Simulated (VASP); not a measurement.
# BaTiO3 in VASP: notebook

Runs on BaTiO3. Level: PBE. Tasks: single point, relaxation of cell and atoms.

Everything below comes from runs of VASP 6.6.1. Logs are shortened: lines on timing, memory, paths and dates and some standing lists are left out, and cuts for length are marked.

## Step 1: The cell of the first run

Symmetry: Pm-3m, No. 221, cubic system. The conventional cell has a = 4.019 Å, b = 4.019 Å, c = 4.019 Å, α = 90.00°, β = 90.00°, γ = 90.00°. Ba (site symmetry m-3m) has 12 O at 2.84 Å and 8 Ti at 3.48 Å within 3.7 Å. Ti (site symmetry m-3m) has 6 O at 2.01 Å within 2.7 Å. O (site symmetry 4/mmm) has 2 Ti at 2.01 Å within 2.7 Å.

## Step 2: Single point, PBE

File INCAR:

```
SYSTEM = BaTiO3
  ALGO = Normal
  EDIFF = 1E-6
  ENCUT = 520
  GGA = PE
  ISIF = 2
  ISMEAR = 0
  LASPH = .TRUE.
  LCHARG = .FALSE.
  LREAL = .FALSE.
  LWAVE = .FALSE.
  NBANDS = 28
  NELM = 60
  PREC = Accurate
  SIGMA = 0.02
```

File KPOINTS:

```
k-points
0
G
  8 8 8
  0 0 0
```

File POSCAR:

```
BaTiO3
1.0
    4.0192315479      0.0000000000      0.0000000000
    0.0000000000      4.0192315479      0.0000000000
    0.0000000000      0.0000000000      4.0192821545
Ba Ti O
1 1 3
Direct
    0.0000000000      0.0000000000      0.0000000000
    0.5000000000      0.5000000000      0.5000000000
    0.5000000000      0.5000000000      0.0000000000
    0.5000000000      0.0000000000      0.5000000000
    0.0000000000      0.5000000000      0.5000000000
```

Potentials or basis: VASP PAW PBE potentials, release 64 (Ba_sv, Ti_sv, O).

Run with:

```console
> cat potpaw_PBE.64/Ba_sv/POTCAR potpaw_PBE.64/Ti_sv/POTCAR potpaw_PBE.64/O/POTCAR > POTCAR
> mpirun -np 1 vasp_std > vasp.out
```

OUTCAR:

```text
SYSTEM = BaTiO3
   EDIFF = 1E-6
   ENCUT = 520
   GGA = PE
   ISIF = 2
   ISMEAR = 0
   LASPH = .TRUE.
   LREAL = .FALSE.
   NELM = 60
   PREC = Accurate

 ion  position               nearest neighbor table
   1  0.000  0.000  0.000-   3 2.84   3 2.84   3 2.84   3 2.84   5 2.84   4 2.84   5 2.84   5 2.84
                             5 2.84   4 2.84   4 2.84   4 2.84   2 3.48   2 3.48   2 3.48   2 3.48
   2  0.500  0.500  0.500-   4 2.01   5 2.01   4 2.01   5 2.01   3 2.01   3 2.01   1 3.48   1 3.48
                             1 3.48   1 3.48   1 3.48   1 3.48   1 3.48   1 3.48
   3  0.500  0.500  0.000-   2 2.01   2 2.01   1 2.84   1 2.84   1 2.84   1 2.84
   4  0.500  0.000  0.500-   2 2.01   2 2.01   1 2.84   1 2.84   1 2.84   1 2.84
   5  0.000  0.500  0.500-   2 2.01   2 2.01   1 2.84   1 2.84   1 2.84   1 2.84

  LATTYP: Found a simple tetragonal cell.
 ALAT       =     4.0192315479
 C/A-ratio  =     1.0000125911

  Lattice vectors:

 A1 = (   4.0192315479,   0.0000000000,   0.0000000000)
 A2 = (   0.0000000000,   4.0192315479,   0.0000000000)
 A3 = (   0.0000000000,   0.0000000000,   4.0192821545)

Analysis of symmetry for initial positions (statically):
=====================================================================
 Subroutine PRICEL returns:
 Original cell was already a primitive cell.

 Routine SETGRP: Setting up the symmetry group for a
 simple tetragonal supercell.

 Subroutine GETGRP returns: Found 16 space group operations
 (whereof 16 operations were pure point group operations)
 out of a pool of 16 trial point group operations.

The static configuration has the point symmetry D_4h.

Analysis of symmetry for dynamics (positions and initial velocities):
=====================================================================
 Subroutine PRICEL returns:
 Original cell was already a primitive cell.

 Routine SETGRP: Setting up the symmetry group for a
 simple tetragonal supercell.

 Subroutine GETGRP returns: Found 16 space group operations
 (whereof 16 operations were pure point group operations)
 out of a pool of 16 trial point group operations.

The dynamic configuration has the point symmetry D_4h.

 Subroutine INISYM returns: Found 16 space group operations
 (whereof 16 operations are pure point group operations),
 and found     1 'primitive' translations

----------------------------------------------------------------------------------------

                                     Primitive cell

  volume of cell :      64.9284

  direct lattice vectors                    reciprocal lattice vectors
     4.019231548  0.000000000  0.000000000     0.248803780  0.000000000  0.000000000
     0.000000000  4.019231548  0.000000000     0.000000000  0.248803780  0.000000000
     0.000000000  0.000000000  4.019282154     0.000000000  0.000000000  0.248800647

  length of vectors
     4.019231548  4.019231548  4.019282154     0.248803780  0.248803780  0.248800647

  position of ions in fractional coordinates (direct lattice)
     0.000000000  0.000000000  0.000000000
     0.500000000  0.500000000  0.500000000
     0.500000000  0.500000000  0.000000000
     0.500000000  0.000000000  0.500000000
     0.000000000  0.500000000  0.500000000

  ion indices of the primitive-cell ions
   primitive index   ion index
                 1           1
                 2           2
                 3           3
                 4           4
                 5           5

----------------------------------------------------------------------------------------

 KPOINTS: k-points

Automatic generation of k-mesh.
 Grid dimensions read from file:
 generate k-points for:    8    8    8

 Generating k-lattice:

  Cartesian coordinates                     Fractional coordinates (reciprocal lattice)
     0.031100472  0.000000000  0.000000000     0.125000000  0.000000000  0.000000000
     0.000000000  0.031100472  0.000000000     0.000000000  0.125000000  0.000000000
     0.000000000  0.000000000  0.031100081     0.000000000  0.000000000  0.125000000

  Length of vectors
     0.031100472  0.031100472  0.031100081

  Shift w.r.t. Gamma in fractional coordinates (k-lattice)
     0.000000000  0.000000000  0.000000000

 Subroutine IBZKPT returns following result:
 ===========================================

 Found     75 irreducible k-points:

 Following reciprocal coordinates:
            Coordinates               Weight
  0.000000  0.000000  0.000000      1.000000
  0.125000  0.000000  0.000000      4.000000
  0.250000  0.000000  0.000000      4.000000
  0.375000  0.000000  0.000000      4.000000
  0.500000  0.000000  0.000000      2.000000
  0.125000  0.125000  0.000000      4.000000
[... 16 lines left out ...]
  0.375000  0.125000  0.125000     16.000000
  0.500000  0.125000  0.125000      8.000000
 [... further k-points ...]
   k-points           NKPTS =     75   k-points in BZ     NKDIM =     75   number of bands    NBANDS=     28
   number of dos      NEDOS =    301   number of ions     NIONS =      5
   total plane-waves  NPLWV =  27000
   dimension x,y,z NGX =    30 NGY =   30 NGZ =   30
   dimension x,y,z NGXF=    60 NGYF=   60 NGZF=   60
   ions per type =               1   1   3
   NGX,Y,Z   is equivalent  to a cutoff of  12.41, 12.41, 12.41 a.u.
   NGXF,Y,Z  is equivalent  to a cutoff of  24.82, 24.82, 24.82 a.u.
 SYSTEM =  BaTiO3
   PREC   = accura    normal or accurate (medium, high low for compatibility)
   ISTART =      0    job   : 0-new  1-cont  2-samecut
   ICHARG =      2    charge: 1-file 2-atom 10-const
   ISPIN  =      1    spin polarized calculation?
   LNONCOLLINEAR =      F non collinear calculations
   LSORBIT =      F    spin-orbit coupling
   LASPH  =      T    aspherical Exc in radial PAW
   ENCUT  =  520.0 eV  38.22 Ry    6.18 a.u.   7.47  7.47  7.47*2*pi/ulx,y,z
   NELM   =     60;   NELMIN=  2; NELMDL= -5     # of ELM steps
   EDIFF  = 0.1E-05   stopping-criterion for ELM
   LREAL  =      F    real-space projection
   EDIFFG = 0.1E-04   stopping-criterion for IOM
   NSW    =      0    number of steps for IOM
   IBRION =     -1    ionic relax: 0-MD 1-quasi-New 2-CG
   NFREE  =      0    steps in history (QN), initial steepest desc. (CG)
   ISIF   =      2    stress and relaxation
   ISYM   =      2    0-nonsym 1-usesym 2-fastsym
   POTIM  = 0.5000    time-step for ionic-motion
   TEBEG  =    0.0;   TEEND  =   0.0 temperature during run
   PSTRESS=    0.0 pullay stress
   NELECT =      40.0000    total number of electrons
   NUPDOWN=      -1.0000    fix difference up-down
   EMIN   =  10.00;   EMAX   =-10.00  energy-range for DOS
   EFERMI =   0.00;   METHOD = LEGACY
   ISMEAR =     0;   SIGMA  =   0.02  broadening in eV -4-tet -1-fermi 0-gaus
   EFERMI_NEDOS =   21; number of points for ismear=-14 and -15
   IALGO  =     38    algorithm
   IMIX   =      4    mixing-type and parameters
     AMIX     =   0.40;   BMIX     =  1.00
     AMIX_MAG =   1.60;   BMIX_MAG =  1.00
  volume/ion in A,a.u.               =      12.99        87.63
  Fermi-wavevector in a.u.,A,eV,Ry     =   1.392996  2.632381 26.401273  1.940439
  Thomas-Fermi vector in A             =   2.516685
   LORBIT       =      0    0 simple, 1 ext, 2 COOP (PROOUT), +10 PAW based schemes
   GGA     = PE    functional components
   LHFCALC =     F    Hartree Fock is set to
   AEXX    =    0.0000 exact exchange contribution
   IVDW    =     0    specifies the selected vdW correction
   LEPSILON=     F    determine dielectric tensor
   LRPA    =     F    only Hartree local field effects (RPA)
 non-spin polarized calculation
 Gauss-broadening in eV      SIGMA  =   0.02
  energy-cutoff  :      520.00
  volume of cell :       64.93
 maximum number of plane-waves:      1775
 NGX is ok and might be reduce to    30
   NGX = 15   NGY = 15   NGZ = 15

 number of electron      39.9999976 magnetization

 Free energy of the ion-electron system (eV)
  ---------------------------------------------------
  ext. energy  EPLUGINS =         0.00000000
  ---------------------------------------------------
  free energy    TOTEN  =       -39.98177415 eV

  energy without entropy =      -39.98177415  energy(sigma->0) =      -39.98177415

 E-fermi :   3.9827     XC(G=0): -11.1943

 val. band max:        3.7379725547   @ k =   0.5000   0.5000   0.5000
 cond. band min:       5.4576840061   @ k =   0.0000   0.0000   0.0000
 fundamental gap:      1.7197114515
 Fermi energy:         3.9826703198

 k-point     1 :       0.0000    0.0000    0.0000
  band No.  band energies     occupation
      1     -52.9525      2.00000
      2     -29.1567      2.00000
      3     -29.1567      2.00000
      4     -29.1567      2.00000
      5     -21.1056      2.00000
      6     -13.1262      2.00000
[... 20 lines left out ...]
     27       8.7742      0.00000
     28      10.9839      0.00000

 k-point     2 :       0.1250    0.0000    0.0000
  band No.  band energies     occupation
      1     -52.9523      2.00000
      2     -29.1640      2.00000
      3     -29.1565      2.00000
      4     -29.1565      2.00000
      5     -21.0896      2.00000
      6     -13.1322      2.00000
[... 20 lines left out ...]
     27       9.0775      0.00000
     28      11.3565      0.00000

 k-point     3 :       0.2500    0.0000    0.0000
  band No.  band energies     occupation
      1     -52.9520      2.00000
      2     -29.1813      2.00000
      3     -29.1558      2.00000
      4     -29.1558      2.00000
      5     -21.0505      2.00000
      6     -13.1891      2.00000
[... 20 lines left out ...]
     27       9.8754      0.00000
     28      12.0479      0.00000

 k-point     4 :       0.3750    0.0000    0.0000
  band No.  band energies     occupation
      1     -52.9517      2.00000
      2     -29.1986      2.00000
      3     -29.1552      2.00000
      4     -29.1552      2.00000
      5     -21.0107      2.00000
      6     -13.2859      2.00000
[... 20 lines left out ...]
     27      10.8149      0.00000
     28      11.9324      0.00000

 k-point     5 :       0.5000    0.0000    0.0000
  band No.  band energies     occupation
      1     -52.9515      2.00000
      2     -29.2057      2.00000
      3     -29.1549      2.00000
      4     -29.1549      2.00000
      5     -20.9940      2.00000
      6     -13.3320      2.00000
[... 20 lines left out ...]
     27      11.2670      0.00000
     28      11.8838      0.00000

 k-point     6 :       0.1250    0.1250    0.0000
  band No.  band energies     occupation
      1     -52.9522      2.00000
      2     -29.1639      2.00000
      3     -29.1635      2.00000
      4     -29.1562      2.00000
      5     -21.0744      2.00000
      6     -13.1246      2.00000
[... 463 lines left out ...]
      5     -21.0599      2.00000
      6     -13.1071      2.00000
[... 20 lines left out ...]
     27       9.5943      0.00000
     28      11.6443      0.00000

 k-point    22 :       0.2500    0.1250    0.1250
  band No.  band energies     occupation
      1     -52.9517      2.00000
      2     -29.1806      2.00000
      3     -29.1628      2.00000
      4     -29.1625      2.00000
      5     -21.0244      2.00000
      6     -13.1075      2.00000
[... 20 lines left out ...]
     27      10.3452      0.00000
     28      11.9821      0.00000

 k-point    23 :       0.3750    0.1250    0.1250
  band No.  band energies     occupation
      1     -52.9514      2.00000
      2     -29.1978      2.00000
      3     -29.1621      2.00000
      4     -29.1619      2.00000
      5     -20.9884      2.00000
      6     -13.1591      2.00000
[... 20 lines left out ...]
     27      11.2271      0.00000
     28      12.3380      0.00000

 k-point    24 :       0.5000    0.1250    0.1250
  band No.  band energies     occupation
      1     -52.9513      2.00000
      2     -29.2048      2.00000
      3     -29.1618      2.00000
      4     -29.1616      2.00000
      5     -20.9733      2.00000
      6     -13.1905      2.00000
[... 20 lines left out ...]
     27      11.5946      0.00000
     28      12.4644      0.00000

 [... further k-points ...]

------------------------ aborting loop because EDIFF is reached ----------------------------------------

  FORCE on cell =-STRESS in cart. coord.  units (eV):
  Direction    XX          YY          ZZ          XY          YZ          ZX
  --------------------------------------------------------------------------------------
  -------------------------------------------------------------------------------------
  Total        0.6924323      0.6924323      0.6911513      0.0000000      0.0000000      0.0000000
  in kB       17.0865103     17.0865103     17.0548987      0.0000000      0.0000000      0.0000000
  external PRESSURE =      17.0759731 kB  Pullay stress =       0.0000000 kB

 VOLUME and BASIS-vectors are now :
 -----------------------------------------------------------------------------
  energy-cutoff  :      520.00
  volume of cell :       64.93
      direct lattice vectors                 reciprocal lattice vectors
     4.019231548  0.000000000  0.000000000     0.248803780  0.000000000  0.000000000
     0.000000000  4.019231548  0.000000000     0.000000000  0.248803780  0.000000000
     0.000000000  0.000000000  4.019282154     0.000000000  0.000000000  0.248800647

 POSITION                                       TOTAL-FORCE (eV/Angst)
 -----------------------------------------------------------------------------------
      0.00000      0.00000      0.00000         0.000000      0.000000      0.000000
      2.00962      2.00962      2.00964         0.000000      0.000000      0.000000
      2.00962      2.00962      0.00000         0.000000      0.000000      0.000000
      2.00962      0.00000      2.00964         0.000000      0.000000      0.000000
      0.00000      2.00962      2.00964         0.000000      0.000000      0.000000
 -----------------------------------------------------------------------------------
    total drift:                                0.000000      0.000000     -0.000000

  FREE ENERGIE OF THE ION-ELECTRON SYSTEM (eV)
  ---------------------------------------------------
  free  energy   TOTEN  =       -39.9817741501 eV

  energy  without entropy=      -39.9817741501  energy(sigma->0) =      -39.98177415
```

Wall time 58 s (1 thread of AMD EPYC 9R45 (Zen 5), shared host); peak memory 0.24 GiB.

What came out:

| Property | Result |
| --- | --- |
| Free energy | -39.9818 eV |
| Pressure | 1.7 GPa |
| Band gap on the k mesh | 1.72 eV (least direct gap 1.88 eV) |

Caveat: spin-orbit coupling is left out, which moves the levels of the heavy elements.

## Step 3: Relaxation of cell and atoms, PBE

This run uses another cell than the first one, of 12.86 Å³/atom.

File INCAR:

```
PREC     = Accurate       # precision mode
ENCUT    = 600            # plane-wave cutoff, eV
EDIFF    = 1E-6           # SCF threshold, eV
ISMEAR   = 0              # smearing method
SIGMA    = 0.02           # smearing width, eV
LREAL    = F              # projectors in reciprocal space
LASPH    = T              # aspherical terms in the spheres
NELM     = 100            # most SCF steps
ALGO     = Normal         # electronic algorithm
ISIF     = 3              # what is computed and relaxed
LWAVE    = F              # write WAVECAR
LCHARG   = F              # write CHGCAR
GGA      = PE             # functional
IBRION   = 2              # ionic algorithm
NSW      = 100            # ionic steps
EDIFFG   = -0.01          # ionic threshold
```

File KPOINTS:

```
Automatic mesh
0
Gamma
  8 8 8
```

POSCAR, as its differences from that of step 2:

```diff
@@ -2,5 +2,5 @@
 1.0
-    4.0192315479      0.0000000000      0.0000000000
-    0.0000000000      4.0192315479      0.0000000000
-    0.0000000000      0.0000000000      4.0192821545
+    3.9997999700      0.0000000000      0.0000000000
+    0.0000000000      3.9997999700      0.0000000000
+    0.0000000000      0.0000000000      4.0180001300
 Ba Ti O
```

Potentials or basis: VASP PAW PBE potentials, release 64 (Ba_sv, Ti_sv, O).

Run with:

```console
> cat potpaw_PBE.64/Ba_sv/POTCAR potpaw_PBE.64/Ti_sv/POTCAR potpaw_PBE.64/O/POTCAR > POTCAR
> mpirun -np 1 vasp_std > vasp.out
```

Wall time 2.6 min (1 thread of AMD EPYC 9R45 (Zen 5), shared host); peak memory 0.26 GiB.

The run converged. Its results:

```yaml
Free_energy: -39.9899 eV
Relaxed_volume: 13.10 Å³/atom
Relaxed_cell: a = 4.030 Å, b = 4.030 Å, c = 4.034 Å, α = 90.00°, β = 90.00°, γ = 90.00°
Space_group_after_relaxing_to_0.1_Å: Pm-3m (No. 221)
Energy_gained_by_relaxing: 2.6 meV/atom
Ionic_steps: 5
Pressure_after_relaxing: 0.0 GPa
Band_gap_on_the_k_mesh: 1.70 eV (least direct gap 1.87 eV)
```

Stress tensor (GPa, compression positive):
```
 0.11  0.00  0.00
 0.00  0.11  0.00
 0.00  0.00 -0.09
```

Step by step:
```
step  energy change (eV)  largest force (eV/Å)  pressure (GPa)  volume (Å³)
   1              0.0000                0.0000            3.28        64.28
   2             -0.0022                0.0000           -2.83        66.76
   3             -0.0130                0.0000           -0.03        65.56
   4             -0.0130                0.0000            0.02        65.53
   5             -0.0132                0.0000            0.05        65.52
```

Final structure:
```
Ba Ti O
1.0
     4.03002    0.00000    0.00000
     0.00000    4.03002    0.00000
     0.00000    0.00000    4.03445
Ba Ti O
1 1 3
Direct
  0.00000 0.00000 0.00000
  0.50000 0.50000 0.50000
  0.50000 0.50000 0.00000
  0.50000 0.00000 0.50000
  0.00000 0.50000 0.50000
```

Levels at points of the mesh, in eV from the valence-band top:
```tsv
k point	band 16	band 17	band 18	band 19	band 20	band 21	band 22	band 23	band 24
(0.00, 0.00, 0.00)	-1.06	-1.06	-0.17	-0.17	-0.17	1.70	1.70	1.70	3.75
(0.50, 0.00, 0.00)	-1.86	-1.81	-1.81	-0.72	-0.72	1.85	3.38	3.38	3.76
(0.50, 0.50, 0.00)	-2.62	-1.73	-0.88	-0.88	-0.09	3.38	3.38	3.79	4.57
(0.00, 0.00, 0.50)	-1.86	-1.80	-1.80	-0.72	-0.72	1.85	3.37	3.37	3.76
(0.50, 0.00, 0.50)	-2.61	-1.73	-0.89	-0.89	-0.09	3.38	3.39	3.78	4.58
(0.50, 0.50, 0.50)	-2.41	-2.41	0.00	0.00	0.00	4.02	4.02	4.03	6.62
```

Caveat: spin-orbit coupling is left out, which moves the levels of the heavy elements. PBE usually gives volumes a little too large and moduli too small.
